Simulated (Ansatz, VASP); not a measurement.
## In in VASP and in Ansatz

File POSCAR:

```
In
1.0
   -1.8825252400      1.8825252400      1.8825252400
    1.8825252400     -1.8825252400      1.8825252400
    1.8825252400      1.8825252400     -1.8825252400
In
1
Direct
    0.0000000000      0.0000000000      0.0000000000
```

INCAR.step1

```
SYSTEM = In
ALGO = Normal
EDIFF = 1E-5
ENCUT = 600
GGA = PE
ISMEAR = -1
LASPH = .TRUE.
LCHARG = .FALSE.
LREAL = .FALSE.
LWAVE = .TRUE.
NBANDS = 12
NELM = 60
PREC = Accurate
SIGMA = 0.05
```

The input INCAR.step2:

```
SYSTEM = In
ALGO = Normal
EDIFF = 1E-6
EDIFFG = -0.01
ENCUT = 600
GGA = PE
HFSCREEN = 0.2079
IBRION = 2
ISIF = 3
ISMEAR = -1
ISTART = 1
LASPH = .TRUE.
LCHARG = .FALSE.
LHFCALC = .TRUE.
LREAL = .FALSE.
LWAVE = .FALSE.
NELM = 60
NSW = 60
PREC = Accurate
PRECFOCK = Normal
SIGMA = 0.05
```

The input KPOINTS:

```
k-points
0
G
  5 5 5
  0 0 0
```

File input:

```
crystal:
  lattice:
    - [-1.88252524, 1.88252524, 1.88252524]
    - [1.88252524, -1.88252524, 1.88252524]
    - [1.88252524, 1.88252524, -1.88252524]
  atoms:
    - { symbol: In, position: [0.0, 0.0, 0.0] }
hamiltonian:
  xc: hse06
  pseudopotentials: { kind: paw }
kpoints:
  mp_grid: { grid: [5, 5, 5] }
scf:
  occupations: { method: fermi_dirac, width: 0.05 }
output:
  forces: true
  stress: true
  eigenvalues: true
relax:
  f_tol: 0.01
  max_steps: 40
  cell: { stress_tol: 0.05 }
```

Alike in both runs: task relaxation of cell and atoms; functional HSE06; k mesh 5 × 5 × 5; occupations fermi-dirac, width 0.05 eV; no spin polarisation.

|  | VASP | Ansatz |
| --- | --- | --- |
| version | VASP 6.6.1 | Ansatz 0.2.0 |
| potentials or method | VASP PAW PBE potentials, release 64 (In_d) | Ansatz PAW |
| plane-wave cutoff (eV) | 600 | 420 |
| valence electrons in the cell | 13 | 13 |

Ansatz gave:

* gap on the k mesh at the Fermi level, each at its own relaxed structure (eV): none
* relaxed volume (Å³/atom): 26.41
* relaxed cell length with the largest relative difference (Å): 3.249

What did VASP give for the same quantities?

gap on the k mesh at the Fermi level, each at its own relaxed structure (eV): none; relaxed volume (Å³/atom): 26.47; relaxed cell length with the largest relative difference (Å): 3.252.

A gap of «none» marks a metal or a gap that the smearing closes.

The k mesh is coarse, so the values compare programs but aren't converged. Noted on Ansatz's run: the plane-wave basis is chosen anew once the cell has moved, so the energies of steps on either side of that aren't comparable.
